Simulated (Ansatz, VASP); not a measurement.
MgS: VASP beside Ansatz

```xyz
4
Lattice="3.9801 0.0000 0.0000 -1.9900 3.4469 0.0000 0.0000 0.0000 6.3454" Properties=species:S:1:pos:R:3 pbc="T T T"
S     1.9900    1.1490    5.5791
S     0.0000    2.2979    2.4064
Mg    0.0000    2.2979    6.3184
Mg    1.9900    1.1490    3.1457
```

Alike in both runs: task single point; functional r2SCAN; k mesh 8 × 8 × 4; occupations fermi-dirac, width 0.05 eV; no spin polarisation.

|  | VASP | Ansatz |
| --- | --- | --- |
| version | VASP 6.6.1 | Ansatz 0.2.0 |
| potentials or method | VASP PAW PBE potentials, release 64 (S, Mg) | Ansatz PAW |
| plane-wave cutoff (eV) | 520 | 500 |
| valence electrons in the cell | 16 | 32 |

|  | VASP | Ansatz | Ansatz less VASP |
| --- | --- | --- | --- |
| gap on the k mesh at the Fermi level (eV) | 4.32 | 4.33 | +0.012 |
| least direct gap on the mesh (eV) | 4.32 | 4.33 | +0.012 |
| pressure (GPa) | 2.4 | 2.7 | +0.29 |
| traceless stress, the component that is largest in VASP (GPa) | -0.23 | -0.24 | -0.015 |
| rms of the force components (eV/Å) | 0.030 | 0.029 | -0.0014 |

VASP's potentials were made for PBE, not for r2SCAN. Atom by atom the forces differ by 0.001 eV/Å (rms over components). VASP's potentials hold 16 valence electrons a cell and Ansatz's 32, so a difference there can come from the potentials and not from the codes.
